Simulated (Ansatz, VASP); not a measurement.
One calculation of Mo, two programs

```xyz
1
Lattice="2.8126 0.0000 0.0000 -1.4063 2.4358 0.0000 0.0000 0.0000 2.4170" Properties=species:S:1:pos:R:3 pbc="T T T"
Mo    0.0000    0.0000    1.2085
```

Alike in both runs: task single point; functional LDA; k mesh 24 × 24 × 20; occupations gaussian, width 0.15 eV; no spin polarisation.

|  | VASP | Ansatz |
| --- | --- | --- |
| version | VASP 6.6.1 | Ansatz 0.2.0 |
| potentials or method | VASP PAW LDA potentials, release 64 (Mo_sv), cutoff 520 eV | scalar-relativistic, plane waves, PAW |
| valence electrons in the cell | 14 | 14 |

Ansatz gave:

```
gap on the k mesh at the Fermi level (eV)                     : none
pressure (GPa)                                                : -7.3
traceless stress, the component that is largest in VASP (GPa) : 8.04
```

Q: Estimate VASP's values.

A: gap on the k mesh at the Fermi level (eV): none; pressure (GPa): -6.2; traceless stress, the component that is largest in VASP (GPa): 8.63.

LDA's correlation is that of Perdew and Zunger in VASP and of Perdew and Wang (1992) in Ansatz. A gap of «none» marks a metal or a gap that the smearing closes.
